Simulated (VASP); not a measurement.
Set up this calculation in VASP 6.6.1, as the native input.

```
Task                   : single point
Functional             : PBE
Potentials or basis    : VASP PAW PBE potentials, release 64 (Li_sv, H)
Cutoff                 : 520 eV
k mesh                 : 10 × 10 × 10
Occupations            : gaussian, width 0.05 eV
Spin                   : no spin polarisation
Dipole correction      : no
Further INCAR settings : ALGO = Normal; EDIFF = 1e-06; NBANDS = 9
```

The structure of LiH lies in POSCAR:

```
LiH
1.0
    0.0000000000      1.8699000000      1.8699000000
    1.8699000000      0.0000000000      1.8699000000
    1.8699000000      1.8699000000      0.0000000000
Li H
1 1
Direct
    0.0000000000      0.0000000000      0.0000000000
    0.5000000000      0.5000000000      0.5000000000
```

This cell differs from its parent crystal: strain -0.080 along x and y, -0.080 along z.

One way to write it, as run:

INCAR

```
SYSTEM = LiH
PREC = Accurate
ENCUT = 520
EDIFF = 1E-6
ISMEAR = 0
SIGMA = 0.05
LREAL = .False.
LASPH = .True.
NELM = 100
ALGO = Normal
ISIF = 2
LWAVE = .False.
LCHARG = .False.
GGA = PE
NBANDS = 9
```

KPOINTS

```
regular mesh
0
Gamma
  10 10 10
  0 0 0
```

Potentials or basis: VASP PAW PBE potentials, release 64 (Li_sv, H).

Run with:

```sh
$ cat potpaw_PBE.64/Li_sv/POTCAR potpaw_PBE.64/H/POTCAR > POTCAR
$ mpirun -np 1 vasp_std > vasp.out
```

It gave:

```yaml
Band_gap_on_the_k_mesh: 2.78 eV, direct
```

Caveat: the cell differs from its parent crystal (strain -0.080 along x and y, -0.080 along z).

It took 4.2 s on 1 thread of Intel Xeon 6975P-C (shared host), peak memory 0.12 GiB.
